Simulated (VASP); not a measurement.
# WC in VASP: single point with PBE

Aim: the single point of WC with PBE.

Program: VASP 6.6.1. These are calculated values, not measurements. Logs are shortened: lines on timing, memory, paths and dates and some standing lists are left out, and cuts for length are marked.

## (1) The cell of the first run

The cell holds a slab with vacuum, 22 atoms: a = 2.847 Å, b = 7.730 Å, c = 24.883 Å, α = 90.00°, β = 90.00°, γ = 90.00°.

## (2) Single point, PBE

INCAR

```
PREC     = Accurate       # precision mode
ENCUT    = 520            # plane-wave cutoff, eV
EDIFF    = 1E-7           # SCF threshold, eV
ISMEAR   = 0              # smearing method
SIGMA    = 0.1            # smearing width, eV
LREAL    = Auto         
LASPH    = True           # aspherical terms in the spheres
NELM     = 100            # most SCF steps
ALGO     = Fast           # electronic algorithm
ISIF     = 2              # what is computed and relaxed
LWAVE    = False          # write WAVECAR
LCHARG   = False          # write CHGCAR
LDIPOL   = True         
IDIPOL   = 3            
DIPOL    = 0.5 0.5 0.500
GGA      = PE             # functional
NBANDS   = 116            # bands
```

KPOINTS

```
regular mesh
0
Gamma
  12 5 1
```

POSCAR

```
WC
1.0
    2.8470769662      0.0000000000      0.0000000000
    0.0000000000      7.7302800211      0.0000000000
    0.0000000000      0.0000000000     24.8825326274
C W
11 11
Direct
    0.5000000000      0.5714285714      0.3014162631
    0.5000000000      0.9285714286      0.3398518250
    0.5000000000      0.2857142857      0.3782873870
    0.5000000000      0.6428571429      0.4167229490
    0.5000000000      0.0000000000      0.4551585110
    0.5000000000      0.3571428571      0.4935940730
    0.5000000000      0.7142857143      0.5320296350
    0.5000000000      0.0714285714      0.5704651970
    0.5000000000      0.4285714286      0.6089007590
    0.5000000000      0.7857142857      0.6473363210
    0.5000000000      0.1428571429      0.6857718829
    0.0000000000      0.3571428571      0.3142281171
    0.0000000000      0.7142857143      0.3526636790
    0.0000000000      0.0714285714      0.3910992410
    0.0000000000      0.4285714286      0.4295348030
    0.0000000000      0.7857142857      0.4679703650
    0.0000000000      0.1428571429      0.5064059270
    0.0000000000      0.5000000000      0.5448414890
    0.0000000000      0.8571428571      0.5832770510
    0.0000000000      0.2142857143      0.6217126130
    0.0000000000      0.5714285714      0.6601481750
    0.0000000000      0.9285714286      0.6985837369
```

Potentials or basis: VASP PAW PBE potentials, release 64 (C, W_sv).

Started as:

```console
$ cat potpaw_PBE.64/C/POTCAR potpaw_PBE.64/W_sv/POTCAR > POTCAR
$ mpirun -np 1 vasp_std > vasp.out
```

OUTCAR:

```text
PREC = Accurate
   ENCUT = 520
   EDIFF = 1E-7
   ISMEAR = 0
   LREAL = Auto
   LASPH = True
   NELM = 100
   ISIF = 2
   GGA = PE

 ion  position               nearest neighbor table
   1  0.500  0.571  0.301-  13 2.21  13 2.21  12 2.21  12 2.21
   2  0.500  0.929  0.340-  14 2.21  14 2.21  13 2.21  13 2.21
   3  0.500  0.286  0.378-  12 2.21  12 2.21  14 2.21  14 2.21  15 2.21  15 2.21
   4  0.500  0.643  0.417-  16 2.21  16 2.21  15 2.21  15 2.21  13 2.21  13 2.21
   5  0.500  0.000  0.455-  16 2.21  16 2.21  14 2.21  14 2.21  17 2.21  17 2.21
   6  0.500  0.357  0.494-  17 2.21  17 2.21  18 2.21  18 2.21  15 2.21  15 2.21
   7  0.500  0.714  0.532-  19 2.21  19 2.21  18 2.21  18 2.21  16 2.21  16 2.21
   8  0.500  0.071  0.570-  19 2.21  19 2.21  20 2.21  20 2.21  17 2.21  17 2.21
   9  0.500  0.429  0.609-  21 2.21  21 2.21  20 2.21  20 2.21  18 2.21  18 2.21
  10  0.500  0.786  0.647-  22 2.21  22 2.21  21 2.21  21 2.21  19 2.21  19 2.21
  11  0.500  0.143  0.686-  20 2.21  20 2.21  22 2.21  22 2.21
  12  0.000  0.357  0.314-   3 2.21   3 2.21   1 2.21   1 2.21  15 2.92  14 2.92  13 2.92
  13  0.000  0.714  0.353-   1 2.21   1 2.21   2 2.21   2 2.21   4 2.21   4 2.21  12 2.92  14 2.92
                            15 2.92  16 2.92
  14  0.000  0.071  0.391-   2 2.21   2 2.21   3 2.21   3 2.21   5 2.21   5 2.21  12 2.92  13 2.92
                            16 2.92  15 2.92  17 2.92
  15  0.000  0.429  0.430-   4 2.21   4 2.21   3 2.21   3 2.21   6 2.21   6 2.21  12 2.92  16 2.92
                            13 2.92  17 2.92  14 2.92  18 2.92
  16  0.000  0.786  0.468-   4 2.21   4 2.21   5 2.21   5 2.21   7 2.21   7 2.21  15 2.92  14 2.92
                            18 2.92  17 2.92  13 2.92  19 2.92
  17  0.000  0.143  0.506-   6 2.21   6 2.21   5 2.21   5 2.21   8 2.21   8 2.21  18 2.92  15 2.92
                            16 2.92  20 2.92  19 2.92  14 2.92
  18  0.000  0.500  0.545-   7 2.21   7 2.21   9 2.21   9 2.21   6 2.21   6 2.21  17 2.92  19 2.92
                            20 2.92  16 2.92  15 2.92  21 2.92
  19  0.000  0.857  0.583-   7 2.21   7 2.21   8 2.21   8 2.21  10 2.21  10 2.21  22 2.92  18 2.92
                            21 2.92  20 2.92  16 2.92  17 2.92
  20  0.000  0.214  0.622-  11 2.21  11 2.21   9 2.21   9 2.21   8 2.21   8 2.21  22 2.92  21 2.92
                            18 2.92  19 2.92  17 2.92
  21  0.000  0.571  0.660-   9 2.21   9 2.21  10 2.21  10 2.21  22 2.92  20 2.92  19 2.92  18 2.92

  22  0.000  0.929  0.699-  10 2.21  10 2.21  11 2.21  11 2.21  19 2.92  20 2.92  21 2.92

  LATTYP: Found a simple orthorhombic cell.
 ALAT       =     2.8470769662
 B/A-ratio  =     2.7151636970
 C/A-ratio  =     8.7396768415

  Lattice vectors:

 A1 = (   2.8470769662,   0.0000000000,   0.0000000000)
 A2 = (   0.0000000000,   7.7302800211,   0.0000000000)
 A3 = (   0.0000000000,   0.0000000000,  24.8825326274)

Analysis of symmetry for initial positions (statically):
=====================================================================
 Subroutine PRICEL returns:
 Original cell was already a primitive cell.

 Routine SETGRP: Setting up the symmetry group for a
 simple orthorhombic supercell.
[... 179 lines left out ...]
   LORBIT       =      0    0 simple, 1 ext, 2 COOP (PROOUT), +10 PAW based schemes
   GGA     = PE    functional components
   LHFCALC =     F    Hartree Fock is set to
   AEXX    =    0.0000 exact exchange contribution
   IVDW    =     0    specifies the selected vdW correction
   LEPSILON=     F    determine dielectric tensor
   LRPA    =     F    only Hartree local field effects (RPA)
 non-spin polarized calculation
 RMM-DIIS sequential band-by-band and
 Gauss-broadening in eV      SIGMA  =   0.10
  energy-cutoff  :      520.00
  volume of cell :      547.63
 maximum number of plane-waves:     14803
 NGX is ok and might be reduce to    24
   NGX = 11   NGY = 29   NGZ = 93

 dipolmoment           0.000000      0.000000     -0.000531 electrons x Angstroem

 number of electron     197.9999990 magnetization

 dipolmoment           0.000000      0.000000      0.010356 electrons x Angstroem

 Free energy of the ion-electron system (eV)
  ---------------------------------------------------
  ext. energy  EPLUGINS =         0.00000000
  ---------------------------------------------------
  free energy    TOTEN  =      -235.11714421 eV

  energy without entropy =     -235.06756435  energy(sigma->0) =     -235.09235428

 E-fermi :   1.8568     XC(G=0):  -6.7161

 val. band max:        1.8530962985   @ k =   0.3333   0.2000   0.0000
 cond. band min:       1.8629288344   @ k =   0.4167   0.4000   0.0000
 fundamental gap:      0.0098325359
 Fermi energy:         1.8567599724

 k-point     1 :       0.0000    0.0000    0.0000
  band No.  band energies     occupation
      1     -72.4162      2.00000
      2     -72.3376      2.00000
      3     -72.3121      2.00000
      4     -72.3026      2.00000
      5     -72.2964      2.00000
      6     -72.2868      2.00000
[... 2383 lines left out ...]
    110       4.6167      0.00000
    111       5.2558      0.00000
 [bands above 111 left out]

------------------------ aborting loop because EDIFF is reached ----------------------------------------

 vacuum level on the upper side and lower side of the slab       (xc-potential included)        -0.020        -0.051

  FORCE on cell =-STRESS in cart. coord.  units (eV):
  Direction    XX          YY          ZZ          XY          YZ          ZX
  --------------------------------------------------------------------------------------
  -------------------------------------------------------------------------------------
  Total      -13.3224467    -16.0390267    -11.8176028      0.0000000     -0.2006016      0.0000000
  in kB      -38.9767442    -46.9244916    -34.5741056      0.0000000     -0.5868890      0.0000000
  external PRESSURE =     -40.1584471 kB  Pullay stress =       0.0000000 kB

 VOLUME and BASIS-vectors are now :
 -----------------------------------------------------------------------------
  energy-cutoff  :      520.00
  volume of cell :      547.63
      direct lattice vectors                 reciprocal lattice vectors
     2.847076966  0.000000000  0.000000000     0.351237431  0.000000000  0.000000000
     0.000000000  7.730280021  0.000000000     0.000000000  0.129361420  0.000000000
     0.000000000  0.000000000 24.882532627     0.000000000  0.000000000  0.040188835

 POSITION                                       TOTAL-FORCE (eV/Angst)
 -----------------------------------------------------------------------------------
      1.42354      4.41730      7.50000         0.000000     -2.517531      1.826289
      1.42354      7.17812      8.45637         0.000000     -0.492984      2.328325
      1.42354      2.20865      9.41275         0.000000      0.001585     -0.537845
      1.42354      4.96947     10.36912         0.000000      0.009664     -0.128577
      1.42354      0.00000     11.32550         0.000000      0.057179      0.001591
      1.42354      2.76081     12.28187         0.000000      0.104011      0.009088
[... 14 lines left out ...]
      0.00000      4.41730     16.42616         0.000000      1.001585     -0.565618
      0.00000      7.17812     17.38253         0.000000      1.874653     -1.548874
 -----------------------------------------------------------------------------------
    total drift:                                0.000000      0.018424     -0.017569

  FREE ENERGIE OF THE ION-ELECTRON SYSTEM (eV)
  ---------------------------------------------------
  free  energy   TOTEN  =      -235.1171442067 eV

  energy  without entropy=     -235.0675643548  energy(sigma->0) =     -235.09235428

 vacuum level on the upper side and lower side of the slab         6.817         6.764
```

OSZICAR:

```text
N       E                     dE             d eps       ncg     rms          rms(c)
DAV:   1     0.246495031039E+04    0.24650E+04   -0.11753E+05  5848   0.167E+03
DAV:   2    -0.992058985286E+02   -0.25642E+04   -0.25111E+04  5540   0.515E+02
DAV:   3    -0.265308160625E+03   -0.16610E+03   -0.16298E+03  6056   0.125E+02
[... 29 lines left out ...]
RMM:  33    -0.235117142225E+03   -0.22536E-05   -0.11637E-07  3022   0.465E-04    0.252E-04
RMM:  34    -0.235117143433E+03   -0.12085E-05   -0.77047E-08  2141   0.323E-04    0.223E-04
RMM:  35    -0.235117143980E+03   -0.54618E-06   -0.47267E-08  1927   0.282E-04    0.116E-04
RMM:  36    -0.235117144156E+03   -0.17642E-06   -0.27268E-08  2093   0.276E-04    0.123E-04
RMM:  37    -0.235117144207E+03   -0.50568E-07   -0.90208E-09  1328   0.201E-04
   1 F= -.23511714E+03 E0= -.23509235E+03  d E =-.495799E-01
```

stdout:

```text
POSCAR found type information on POSCAR C W
 POSCAR found :  2 types and      22 ions
 scaLAPACK will be used
 LDA part: xc-table for (Slater+PW92), standard interpolation
 POSCAR, INCAR and KPOINTS ok, starting setup
 FFT: planning ... GRIDC
 FFT: planning ... GRID_SOFT
 FFT: planning ... GRID
 WAVECAR not read
 entering main loop
WARNING in EDDRMM: call to ZHEGV failed, returncode =   8  4    113
```

Run time: 2.1 h. Hardware: 1 thread of Oxide Virtual Turin-like, shared host; peak memory 1.1 GiB.

Results:

| Item | Value |
| --- | --- |
| Free energy | -235.1171 eV |
| Largest force | 3.110 eV/Å |
| Band gap on the k mesh | zero (bands 99 and 100 overlap by 0.47 eV) |

Forces on the atoms (eV/Å):
```
C    0.000 -2.518  1.826
C    0.000 -0.493  2.328
C    0.000  0.002 -0.538
C    0.000  0.010 -0.129
C    0.000  0.057  0.002
C    0.000  0.104  0.009
C    0.000 -0.024 -0.002
C    0.000 -0.030  0.034
C    0.000  0.181  0.301
C    0.000 -0.489  0.366
C    0.000 -2.425 -0.930
W    0.000  3.003  0.623
W    0.000  0.867 -2.130
W    0.000 -0.972 -1.652
W    0.000  0.017 -0.288
W    0.000 -0.029 -0.104
W    0.000  0.045 -0.040
W    0.000  0.139  0.119
W    0.000 -0.073  0.522
W    0.000 -0.249  1.797
W    0.000  1.002 -0.566
W    0.000  1.875 -1.549
```

Caveat: spin-orbit coupling is left out, which moves the levels of the heavy elements.
